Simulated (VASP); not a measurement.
# InP (Fm-3m) in VASP: further runs

Runs on InP. Level: PBE. Tasks: single point.

Program: VASP 6.6.1. These are calculated values, not measurements. Logs are shortened: lines on timing, memory, paths and dates and some standing lists are left out, and cuts for length are marked.

**1. The cell of the first run**

It takes space group Fm-3m (No. 225, cubic). The conventional cell has a = 5.540 Å, b = 5.540 Å, c = 5.540 Å, α = 90.00°, β = 90.00°, γ = 90.00°. Within 3.7 Å of In (site symmetry m-3m) lie 6 P at 2.77 Å. Within 3.7 Å of P (site symmetry m-3m) lie 6 In at 2.77 Å.

**2. Single point, PBE**

INCAR reads:

```
SYSTEM = InP
PREC = Accurate
ENCUT = 520
EDIFF = 1E-6
ISMEAR = 0
SIGMA = 0.1
LREAL = .FALSE.
LASPH = .TRUE.
NELM = 100
ALGO = Normal
ISIF = 2
LWAVE = .FALSE.
LCHARG = .FALSE.
GGA = PE
NBANDS = 16
```

KPOINTS reads:

```
regular mesh
0
G
  14 14 14
  0 0 0
```

POSCAR reads:

```
InP
1.0
    0.0000000000      2.7701604164      2.7701604164
    2.7701604164      0.0000000000      2.7701604164
    2.7701604164      2.7701604164      0.0000000000
In P
1 1
Direct
    0.0000000000      0.0000000000      0.0000000000
    0.5000000000      0.5000000000      0.5000000000
```

Potentials or basis: VASP PAW PBE potentials, release 64 (In_d, P).

Run with:

```
> cat potpaw_PBE.64/In_d/POTCAR potpaw_PBE.64/P/POTCAR > POTCAR
> mpirun -np 1 vasp_std > vasp.out
```

OUTCAR:

```text
SYSTEM = InP
   PREC = Accurate
   ENCUT = 520
   EDIFF = 1E-6
   ISMEAR = 0
   LREAL = .FALSE.
   LASPH = .TRUE.
   NELM = 100
   ISIF = 2
   GGA = PE

 ion  position               nearest neighbor table
   1  0.000  0.000  0.000-   2 2.77   2 2.77   2 2.77   2 2.77   2 2.77   2 2.77
   2  0.500  0.500  0.500-   1 2.77   1 2.77   1 2.77   1 2.77   1 2.77   1 2.77

  LATTYP: Found a face centered cubic cell.
 ALAT       =     5.5403208328

  Lattice vectors:

 A1 = (   0.0000000000,   2.7701604164,   2.7701604164)
 A2 = (   2.7701604164,   0.0000000000,   2.7701604164)
 A3 = (   2.7701604164,   2.7701604164,   0.0000000000)

Analysis of symmetry for initial positions (statically):
=====================================================================
 Subroutine PRICEL returns:
 Original cell was already a primitive cell.

 Routine SETGRP: Setting up the symmetry group for a
 face centered cubic supercell.

 Subroutine GETGRP returns: Found 48 space group operations
[... 9 lines left out ...]

 Routine SETGRP: Setting up the symmetry group for a
 face centered cubic supercell.

 Subroutine GETGRP returns: Found 48 space group operations
[... 11 lines left out ...]
                                     Primitive cell

  volume of cell :      42.5153

  direct lattice vectors                    reciprocal lattice vectors
     0.000000000  2.770160416  2.770160416    -0.180494962  0.180494962  0.180494962
     2.770160416  0.000000000  2.770160416     0.180494962 -0.180494962  0.180494962
     2.770160416  2.770160416  0.000000000     0.180494962  0.180494962 -0.180494962

  length of vectors
     3.917598431  3.917598431  3.917598431     0.312626445  0.312626445  0.312626445

  position of ions in fractional coordinates (direct lattice)
     0.000000000  0.000000000  0.000000000
     0.500000000  0.500000000  0.500000000

  ion indices of the primitive-cell ions
   primitive index   ion index
                 1           1
                 2           2

----------------------------------------------------------------------------------------

 KPOINTS: regular mesh

Automatic generation of k-mesh.
 Grid dimensions read from file:
 generate k-points for:   14   14   14

 Generating k-lattice:

  Cartesian coordinates                     Fractional coordinates (reciprocal lattice)
    -0.012892497  0.012892497  0.012892497     0.071428571  0.000000000  0.000000000
     0.012892497 -0.012892497  0.012892497     0.000000000  0.071428571  0.000000000
     0.012892497  0.012892497 -0.012892497     0.000000000  0.000000000  0.071428571

  Length of vectors
     0.022330460  0.022330460  0.022330460

  Shift w.r.t. Gamma in fractional coordinates (k-lattice)
     0.000000000  0.000000000  0.000000000

 Subroutine IBZKPT returns following result:
 ===========================================

 Found    104 irreducible k-points:

 Following reciprocal coordinates:
            Coordinates               Weight
  0.000000  0.000000  0.000000      1.000000
  0.071429  0.000000  0.000000      8.000000
  0.142857  0.000000  0.000000      8.000000
  0.214286  0.000000  0.000000      8.000000
  0.285714  0.000000  0.000000      8.000000
  0.357143  0.000000  0.000000      8.000000
[... 16 lines left out ...]
  0.214286  0.142857  0.000000     24.000000
  0.285714  0.142857  0.000000     24.000000
 [... further k-points ...]
   k-points           NKPTS =    104   k-points in BZ     NKDIM =    104   number of bands    NBANDS=     16
   number of dos      NEDOS =    301   number of ions     NIONS =      2
   total plane-waves  NPLWV =  27000
   dimension x,y,z NGX =    30 NGY =   30 NGZ =   30
   dimension x,y,z NGXF=    60 NGYF=   60 NGZF=   60
   ions per type =               1   1
   NGX,Y,Z   is equivalent  to a cutoff of  12.73, 12.73, 12.73 a.u.
   NGXF,Y,Z  is equivalent  to a cutoff of  25.46, 25.46, 25.46 a.u.
 SYSTEM =  InP
   PREC   = accura    normal or accurate (medium, high low for compatibility)
   ISTART =      0    job   : 0-new  1-cont  2-samecut
   ICHARG =      2    charge: 1-file 2-atom 10-const
   ISPIN  =      1    spin polarized calculation?
   LNONCOLLINEAR =      F non collinear calculations
   LSORBIT =      F    spin-orbit coupling
   LASPH  =      T    aspherical Exc in radial PAW
   ENCUT  =  520.0 eV  38.22 Ry    6.18 a.u.   7.28  7.28  7.28*2*pi/ulx,y,z
   NELM   =    100;   NELMIN=  2; NELMDL= -5     # of ELM steps
   EDIFF  = 0.1E-05   stopping-criterion for ELM
   LREAL  =      F    real-space projection
   EDIFFG = 0.1E-04   stopping-criterion for IOM
   NSW    =      0    number of steps for IOM
   IBRION =     -1    ionic relax: 0-MD 1-quasi-New 2-CG
   NFREE  =      0    steps in history (QN), initial steepest desc. (CG)
   ISIF   =      2    stress and relaxation
   ISYM   =      2    0-nonsym 1-usesym 2-fastsym
   POTIM  = 0.5000    time-step for ionic-motion
   TEBEG  =    0.0;   TEEND  =   0.0 temperature during run
   PSTRESS=    0.0 pullay stress
   NELECT =      18.0000    total number of electrons
   NUPDOWN=      -1.0000    fix difference up-down
   EMIN   =  10.00;   EMAX   =-10.00  energy-range for DOS
   EFERMI =   0.00;   METHOD = LEGACY
   ISMEAR =     0;   SIGMA  =   0.10  broadening in eV -4-tet -1-fermi 0-gaus
   EFERMI_NEDOS =   21; number of points for ismear=-14 and -15
   IALGO  =     38    algorithm
   IMIX   =      4    mixing-type and parameters
     AMIX     =   0.40;   BMIX     =  1.00
     AMIX_MAG =   1.60;   BMIX_MAG =  1.00
  volume/ion in A,a.u.               =      21.26       143.45
  Fermi-wavevector in a.u.,A,eV,Ry     =   1.229280  2.323002 20.560156  1.511129
  Thomas-Fermi vector in A             =   2.364173
   LORBIT       =      0    0 simple, 1 ext, 2 COOP (PROOUT), +10 PAW based schemes
   GGA     = PE    functional components
   LHFCALC =     F    Hartree Fock is set to
   AEXX    =    0.0000 exact exchange contribution
   IVDW    =     0    specifies the selected vdW correction
   LEPSILON=     F    determine dielectric tensor
   LRPA    =     F    only Hartree local field effects (RPA)
 non-spin polarized calculation
 Gauss-broadening in eV      SIGMA  =   0.10
  energy-cutoff  :      520.00
  volume of cell :       42.52
 maximum number of plane-waves:      1163
 NGX is ok and might be reduce to    30
   NGX = 15   NGY = 15   NGZ = 15

 number of electron      18.0000009 magnetization

 Free energy of the ion-electron system (eV)
  ---------------------------------------------------
  ext. energy  EPLUGINS =         0.00000000
  ---------------------------------------------------
  free energy    TOTEN  =        -7.91801577 eV

  energy without entropy =       -7.91149050  energy(sigma->0) =       -7.91475313

 E-fermi :   6.9825     XC(G=0): -10.3901

 val. band max:        6.9706337378   @ k =   0.5000   0.3571   0.0714
 cond. band min:       6.9910425819   @ k =  -0.3571   0.1429   0.0000
 fundamental gap:      0.0204088440
 Fermi energy:         6.9824697268

 k-point     1 :       0.0000    0.0000    0.0000
  band No.  band energies     occupation
      1      -7.1888      2.00000
      2      -7.1888      2.00000
      3      -7.1689      2.00000
      4      -7.1689      2.00000
      5      -7.1689      2.00000
      6      -4.9829      2.00000
[... 8 lines left out ...]
     15      15.4903      0.00000
     16      15.4903      0.00000

 k-point     2 :       0.0714    0.0000    0.0000
  band No.  band energies     occupation
      1      -7.1910      2.00000
      2      -7.1910      2.00000
      3      -7.1690      2.00000
      4      -7.1658      2.00000
      5      -7.1658      2.00000
      6      -4.9194      2.00000
[... 8 lines left out ...]
     15      14.9393      0.00000
     16      15.4955      0.00000

 k-point     3 :       0.1429    0.0000    0.0000
  band No.  band energies     occupation
      1      -7.1988      2.00000
      2      -7.1988      2.00000
      3      -7.1696      2.00000
      4      -7.1552      2.00000
      5      -7.1552      2.00000
      6      -4.7307      2.00000
[... 8 lines left out ...]
     15      14.8913      0.00000
     16      15.3459      0.00000

 k-point     4 :       0.2143    0.0000    0.0000
  band No.  band energies     occupation
      1      -7.2113      2.00000
      2      -7.2113      2.00000
      3      -7.1712      2.00000
      4      -7.1388      2.00000
      5      -7.1388      2.00000
      6      -4.4237      2.00000
[... 8 lines left out ...]
     15      15.3907      0.00000
     16      15.3907      0.00000

 k-point     5 :       0.2857    0.0000    0.0000
  band No.  band energies     occupation
      1      -7.2254      2.00000
      2      -7.2254      2.00000
      3      -7.1737      2.00000
      4      -7.1201      2.00000
      5      -7.1201      2.00000
      6      -4.0152      2.00000
[... 8 lines left out ...]
     15      16.1168      0.00000
     16      16.1168      0.00000

 k-point     6 :       0.3571    0.0000    0.0000
  band No.  band energies     occupation
      1      -7.2382      2.00000
      2      -7.2382      2.00000
      3      -7.1765      2.00000
      4      -7.1031      2.00000
      5      -7.1031      2.00000
      6      -3.5456      2.00000
[... 8 lines left out ...]
     15      16.9831      0.00000
     16      16.9831      0.00000
[... 267 lines left out ...]
 k-point    21 :      -0.0714    0.0714    0.0000
  band No.  band energies     occupation
      1      -7.1981      2.00000
      2      -7.1923      2.00000
      3      -7.1701      2.00000
      4      -7.1627      2.00000
      5      -7.1572      2.00000
      6      -4.8134      2.00000
[... 8 lines left out ...]
     15      15.3607      0.00000
     16      15.9264      0.00000

 k-point    22 :       0.1429    0.1429    0.0000
  band No.  band energies     occupation
      1      -7.2255      2.00000
      2      -7.1799      2.00000
      3      -7.1791      2.00000
      4      -7.1493      2.00000
      5      -7.1493      2.00000
      6      -4.6353      2.00000
[... 8 lines left out ...]
     15      16.9408      0.00000
     16      16.9408      0.00000

 k-point    23 :       0.2143    0.1429    0.0000
  band No.  band energies     occupation
      1      -7.2472      2.00000
      2      -7.1821      2.00000
      3      -7.1814      2.00000
      4      -7.1395      2.00000
      5      -7.1352      2.00000
      6      -4.3974      2.00000
[... 8 lines left out ...]
     15      16.7847      0.00000
     16      17.1701      0.00000

 k-point    24 :       0.2857    0.1429    0.0000
  band No.  band energies     occupation
      1      -7.2680      2.00000
      2      -7.1908      2.00000
      3      -7.1814      2.00000
      4      -7.1299      2.00000
      5      -7.1163      2.00000
      6      -4.0467      2.00000
[... 8 lines left out ...]
     15      17.1266      0.00000
     16      17.2866      0.00000

 [... further k-points ...]

------------------------ aborting loop because EDIFF is reached ----------------------------------------

  FORCE on cell =-STRESS in cart. coord.  units (eV):
  Direction    XX          YY          ZZ          XY          YZ          ZX
  --------------------------------------------------------------------------------------
  -------------------------------------------------------------------------------------
  Total       -0.0123325     -0.0123325     -0.0123325      0.0000000      0.0000000     -0.0000000
  in kB       -0.4647475     -0.4647475     -0.4647475      0.0000000      0.0000000     -0.0000000
  external PRESSURE =      -0.4647475 kB  Pullay stress =       0.0000000 kB

 VOLUME and BASIS-vectors are now :
 -----------------------------------------------------------------------------
  energy-cutoff  :      520.00
  volume of cell :       42.52
      direct lattice vectors                 reciprocal lattice vectors
     0.000000000  2.770160416  2.770160416    -0.180494962  0.180494962  0.180494962
     2.770160416  0.000000000  2.770160416     0.180494962 -0.180494962  0.180494962
     2.770160416  2.770160416  0.000000000     0.180494962  0.180494962 -0.180494962

 POSITION                                       TOTAL-FORCE (eV/Angst)
 -----------------------------------------------------------------------------------
      0.00000      0.00000      0.00000         0.000000     -0.000000     -0.000000
      2.77016      2.77016      2.77016        -0.000000      0.000000      0.000000
 -----------------------------------------------------------------------------------
    total drift:                               -0.000000      0.000000      0.000000

  FREE ENERGIE OF THE ION-ELECTRON SYSTEM (eV)
  ---------------------------------------------------
  free  energy   TOTEN  =        -7.9180157675 eV

  energy  without entropy=       -7.9114904982  energy(sigma->0) =       -7.91475313
```

Wall time 29 s (1 thread of Intel Xeon 6975P-C (Granite Rapids), shared host); peak memory 0.21 GiB.

Results:

```
Free energy            : -7.9180 eV
Pressure               : 0.0 GPa
Band gap on the k mesh : zero (band 9 reaches 7.32 eV, above the bottom of band 10 at 4.69 eV)
```

Caveat: spin-orbit coupling is left out, which moves the levels of the heavy elements.

**3. Single point, PBE**

INCAR reads:

```
ALGO     = Normal         # electronic algorithm
EDIFF    = 1E-7           # SCF threshold, eV
ENCUT    = 520            # plane-wave cutoff, eV
GGA      = PE             # functional
ISIF     = 2              # what is computed and relaxed
ISMEAR   = -1             # smearing method
LASPH    = T              # aspherical terms in the spheres
LCHARG   = F              # write CHGCAR
LREAL    = F              # projectors in reciprocal space
LWAVE    = F              # write WAVECAR
NBANDS   = 16             # bands
NELM     = 100            # most SCF steps
PREC     = Accurate       # precision mode
SIGMA    = 0.15           # smearing width, eV
```

KPOINTS reads:

```
k-points
0
Gamma
  14 14 14
```

POSCAR reads:

```
InP
1.0
    0.0000000000      2.7719816254      2.7719816254
    2.7719816254      0.0000000000      2.7719816254
    2.7719816254      2.7719816254      0.0000000000
In P
1 1
Direct
    0.0000000000      0.0000000000      0.0000000000
    0.5000000000      0.5000000000      0.5000000000
```

Potentials or basis: VASP PAW PBE potentials, release 64 (In_d, P).

Run with:

```
> cat potpaw_PBE.64/In_d/POTCAR potpaw_PBE.64/P/POTCAR > POTCAR
> mpirun -np 1 vasp_std > vasp.out
```

Wall time 36 s (1 thread of Intel Xeon 6975P-C (Granite Rapids), shared host); peak memory 0.21 GiB.

It converged, with:

```yaml
Free_energy: -7.9544 eV
Pressure: 0.0 GPa
Band_gap_on_the_k_mesh: zero (band 9 reaches 7.30 eV, above the bottom of band 10 at 4.67 eV)
```

Levels at points of the mesh, in eV from the Fermi level:
```csv
k point,band 7,band 8,band 9,band 10,band 11,band 12
"(0.00, 0.00, 0.00)",-0.31,-0.31,-0.31,0.47,7.07,7.07
"(0.50, 0.00, 0.00)",-6.64,0.11,0.11,2.46,3.38,3.38
"(0.50, 0.50, 0.00)",-4.95,-2.53,-2.35,-2.35,3.82,9.81
```

Caveat: spin-orbit coupling is left out, which moves the levels of the heavy elements.
